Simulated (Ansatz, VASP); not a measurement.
This is a calculation of HfN for VASP 6.6.1.

Contents of INCAR:

```
PREC     = Accurate       # precision mode
ENCUT    = 600            # plane-wave cutoff, eV
EDIFF    = 1E-6           # SCF threshold, eV
ISMEAR   = 0              # smearing method
SIGMA    = 0.020999999999999998 # smearing width, eV
LREAL    = False          # projectors in reciprocal space
LASPH    = True           # aspherical terms in the spheres
NELM     = 120            # most SCF steps
ALGO     = Normal         # electronic algorithm
ISIF     = 2              # what is computed and relaxed
LWAVE    = False          # write WAVECAR
LCHARG   = True           # write CHGCAR
GGA      = PE             # functional
LELF     = True           # ELF
LVHAR    = True         
NBANDS   = 14             # bands
GGA_COMPAT= False
```

Contents of KPOINTS:

```
regular mesh
0
Gamma
  10 10 10
```

File POSCAR:

```
HfN
1.0
    0.0000000000      2.2560000000      2.2560000000
    2.2560000000      0.0000000000      2.2560000000
    2.2560000000      2.2560000000      0.0000000000
Hf N
1 1
Direct
    0.0000000000      0.0000000000      0.0000000000
    0.5000000000      0.5000000000      0.5000000000
```

Potentials or basis: VASP PAW PBE potentials, release 64 (Hf_pv, N).

Command:

```sh
$ cat potpaw_PBE.64/Hf_pv/POTCAR potpaw_PBE.64/N/POTCAR > POTCAR
$ mpirun -np 1 vasp_std > vasp.out
```

Problem. Set up the same calculation for Ansatz 0.2.0. Potentials there: Ansatz PAW.

Solution. As run (the cutoff follows the program's own potentials):

Contents of input.yaml:

```yaml
crystal:
  lattice:
    - [0.0, 2.256, 2.256]
    - [2.256, 0.0, 2.256]
    - [2.256, 2.256, 0.0]
  atoms:
    - { symbol: Hf, position: [0.0, 0.0, 0.0] }
    - { symbol: "N", position: [0.5, 0.5, 0.5] }
hamiltonian:
  xc: pbe
  pseudopotentials: { kind: paw }
kpoints:
  mp_grid: { grid: [10, 10, 10] }
scf:
  occupations: { method: gaussian, width: 0.021 }
output:
  forces: true
  stress: true
  eigenvalues: true
```

Potentials or basis: Ansatz PAW.

Launch:

```console
$ ansatz run input.yaml --threads 2 --pin off --max-ram 5632MiB --backend cpu --events-out ev --progress --plain --runs-dir out
```

Both were run:

|  | VASP | Ansatz | Ansatz less VASP |
| --- | --- | --- | --- |
| gap on the k mesh at the Fermi level (eV) | none | none | - |
| pressure (GPa) | 4.1 | 6.6 | +2.50 |

A gap of «none» marks a metal or a gap that the smearing closes. The functional is the same, so the differences come from potentials, cutoffs and numerics. VASP's potentials hold 15 valence electrons a cell and Ansatz's 31, so a difference there can come from the potentials and not from the codes.

Neither program's run includes spin-orbit coupling.
